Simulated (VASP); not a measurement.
# Re (P6_3/mmc) in VASP: further runs, part 2 of 2

VASP 6.6.1.

### 5 Relaxation of cell and atoms, PBE, target pressure 60 GPa, at which the enthalpy is minimised

Input file INCAR:

```
PREC = Accurate
ENCUT = 600
EDIFF = 1E-7
ISMEAR = -1
SIGMA = 0.05
LREAL = F
LASPH = T
NELM = 60
ALGO = Normal
ISIF = 3
LWAVE = F
LCHARG = F
GGA = PE
IBRION = 2
NSW = 80
EDIFFG = -0.03
PSTRESS = 600.0
```

Input file KPOINTS:

```
Automatic mesh
0
Gamma
  10 10 6
```

Input file POSCAR:

```
Re
1.0
    2.7500000000      0.0000000000      0.0000000000
   -1.3750000000      2.3815698604      0.0000000000
    0.0000000000      0.0000000000      4.4907500000
Re
2
Direct
    0.3333333333      0.6666666667      0.2500000000
    0.6666666667      0.3333333333      0.7500000000
```

Potentials or basis: VASP PAW PBE potentials, release 64 (Re).

On the command line:

```console
$ cat potpaw_PBE.64/Re/POTCAR > POTCAR
$ mpirun -np 1 vasp_std > vasp.out
```

OUTCAR:

```text
PREC = Accurate
   ENCUT = 600
   EDIFF = 1E-7
   ISMEAR = -1
   LREAL = F
   LASPH = T
   NELM = 60
   ISIF = 3
   GGA = PE
   IBRION = 2
   NSW = 80
   EDIFFG = -0.03
   PSTRESS = 600.0

 ion  position               nearest neighbor table
   1  0.333  0.667  0.250-   2 2.75   2 2.75   2 2.75   2 2.75   2 2.75   2 2.75
   2  0.667  0.333  0.750-   1 2.75   1 2.75   1 2.75   1 2.75   1 2.75   1 2.75

  LATTYP: Found a hexagonal cell.
 ALAT       =     2.7500000000
 C/A-ratio  =     1.6330000000

  Lattice vectors:

 A1 = (   2.7500000000,   0.0000000000,   0.0000000000)
 A2 = (  -1.3750000000,   2.3815698604,   0.0000000000)
 A3 = (   0.0000000000,   0.0000000000,   4.4907500000)

Analysis of symmetry for initial positions (statically):
[... 631 lines left out ...]
  enthalpy is  TOTEN    =       -14.3025405888 eV   P V=       10.3063409384

[... ionic steps 4 to 7 ...]

--------------------------------------- Ionic step        8  -------------------------------------------

 number of electron      13.9999999 magnetization

------------------------ aborting loop because EDIFF is reached ----------------------------------------
[... 71 lines left out ...]
--------------------------------------- Ionic step       10  -------------------------------------------

 number of electron      13.9999999 magnetization

 Free energy of the ion-electron system (eV)
  ---------------------------------------------------
  ext. energy  EPLUGINS =         0.00000000
  ---------------------------------------------------
  free energy    TOTEN  =       -24.28007293 eV

  energy without entropy =      -24.27031917  energy(sigma->0) =      -24.27519605

 E-fermi :   9.2980     XC(G=0): -14.3330

 val. band max:        9.2657183286   @ k =   0.3000   0.3000   0.5000
 cond. band min:       9.3619377233   @ k =   0.4000   0.1000   0.3333
 fundamental gap:      0.0962193946
 Fermi energy:         9.2980099068

 k-point     1 :       0.0000    0.0000    0.0000
  band No.  band energies     occupation
      1      -1.3271      2.00000
      2       1.8208      2.00000
      3       7.3602      2.00000
      4       7.4010      2.00000
      5       7.4010      2.00000
      6       8.3874      2.00000
      7       8.3874      2.00000
      8       9.5023      0.03306
      9       9.5023      0.03306
     10      10.1551      0.00000
     11      13.1734      0.00000
[... 355 lines left out ...]
  energy  without entropy=      -24.2703191716  energy(sigma->0) =      -24.27519605

  enthalpy is  TOTEN    =       -14.3887074870 eV   P V=        9.8913654466

 reached required accuracy - stopping structural energy minimisation
```

OSZICAR:

```text
N       E                     dE             d eps       ncg     rms          rms(c)
DAV:   1     0.405170517991E+02    0.40517E+02   -0.74552E+03  2103   0.171E+03
DAV:   2    -0.178158426670E+02   -0.58333E+02   -0.50630E+02  1919   0.338E+02
DAV:   3    -0.256986620085E+02   -0.78828E+01   -0.64468E+01  2005   0.309E+02
[... 92 lines left out ...]
DAV:   3    -0.242800739676E+02    0.26627E-03   -0.50701E-04  2007   0.842E-01    0.428E-02
DAV:   4    -0.242800730939E+02    0.87374E-06   -0.98310E-06  2333   0.600E-02    0.215E-02
DAV:   5    -0.242800728036E+02    0.29031E-06   -0.48080E-06  2279   0.638E-02    0.588E-03
DAV:   6    -0.242800729376E+02   -0.13407E-06   -0.72737E-08   739   0.163E-02    0.180E-03
DAV:   7    -0.242800729337E+02    0.39486E-08   -0.10890E-07   812   0.538E-03
  10 F= -.14388707E+02 E0= -.14383831E+02  d E =-.116252E-03
```

CONTCAR:

```text
Re
   1.00000000000000
     2.6602721688010869   -0.0000000000000000   -0.0000000000000000
    -1.3301360844005434    2.3038632791537688   -0.0000000000000000
    -0.0000000000000000   -0.0000000000000000    4.3095587537337021
  Re
     2
Direct
     0.3333333332999970    0.6666666667000030    0.2500000000000000
     0.6666666667000030    0.3333333332999970    0.7500000000000000

  0.00000000E+00  0.00000000E+00  0.00000000E+00
  0.00000000E+00  0.00000000E+00  0.00000000E+00
```

It took 2.7 min on 1 thread of AMD EPYC 7R13 (Zen 3), shared host; peak memory 0.15 GiB.

What came out:

```
Free energy                                                : -24.2801 eV
Relaxed volume                                             : 13.21 Å³/atom
Relaxed cell                                               : a = 2.660 Å, b = 2.660 Å, c = 4.310 Å, α = 90.00°, β = 90.00°, γ = 120.00°
Space group after relaxing (to 0.1 Å)                      : P6_3/mmc (No. 194)
Energy change on relaxing (the run minimises the enthalpy) : +282.5 meV/atom
Ionic steps                                                : 10
Pressure after relaxing                                    : 60.0 GPa
Band gap on the k mesh                                     : zero (bands 7 and 8 overlap by 4.05 eV)
```

The path:
```csv
step,energy change (eV),largest force (eV/Å),pressure (GPa),volume (Å³)
1,0.0000,0.0000,5.71,29.41
2,45.4619,0.0000,1675.72,12.89
3,0.2362,0.0000,36.36,27.52
4,0.3814,0.0000,47.63,26.96
5,0.5733,0.0000,60.48,26.39
6,0.5516,0.0000,59.10,26.45
7,0.5517,0.0000,59.12,26.45
8,0.5503,0.0000,59.09,26.45
9,0.6307,0.0000,64.09,26.24
10,0.5650,0.0000,60.03,26.41
```

Final structure:
```yaml
crystal:
  lattice:
    - [2.66027, 0.00000, 0.00000]
    - [-1.33014, 2.30386, 0.00000]
    - [0.00000, 0.00000, 4.30956]
  atoms:
    - { symbol: Re, position: [0.33333, 0.66667, 0.25000] }
    - { symbol: Re, position: [0.66667, 0.33333, 0.75000] }
```

Levels at points of the mesh, in eV from the Fermi level:
```tsv
k point	band 4	band 5	band 6	band 7	band 8	band 9	band 10	band 11
(0.00, 0.00, 0.00)	-1.90	-1.90	-0.91	-0.91	0.20	0.20	0.86	3.88
(0.50, 0.00, 0.00)	-2.30	-1.73	-1.58	-0.69	4.69	5.12	5.33	7.10
(0.00, 0.00, 0.50)	-2.74	-2.03	-2.03	-2.03	-2.03	2.96	2.96	2.96
(0.50, 0.00, 0.50)	-4.81	0.42	0.42	1.19	1.19	5.06	5.06	5.55
```

Caveat: the cell is relaxed towards a set pressure, so the run minimises the enthalpy, not the energy; spin-orbit coupling is left out, which moves the levels of the heavy elements.

### 6 The runs side by side

```csv
cell,gap on the mesh (eV),pressure (GPa)
relaxed,none,0.1
relaxed to 20 GPa,none,20.1
relaxed to 40 GPa,none,40.0
relaxed to 60 GPa,none,60.0
```

Alike in all rows: task relaxation of cell and atoms; level PBE; potentials or basis VASP PAW PBE potentials, release 64 (Re); no spin polarisation; k mesh 10 × 10 × 6; cutoff (eV) 600; smearing fermi-dirac 0.05 eV.

Caveats: spin-orbit coupling is left out, which moves the levels of the heavy elements; the cell is relaxed towards a set pressure, so the run minimises the enthalpy, not the energy (at least some runs).

Absolute energies hang on the potentials; compare differences alone.

The gap in the log of VASP goes by the Fermi energy; the results here count the filled bands.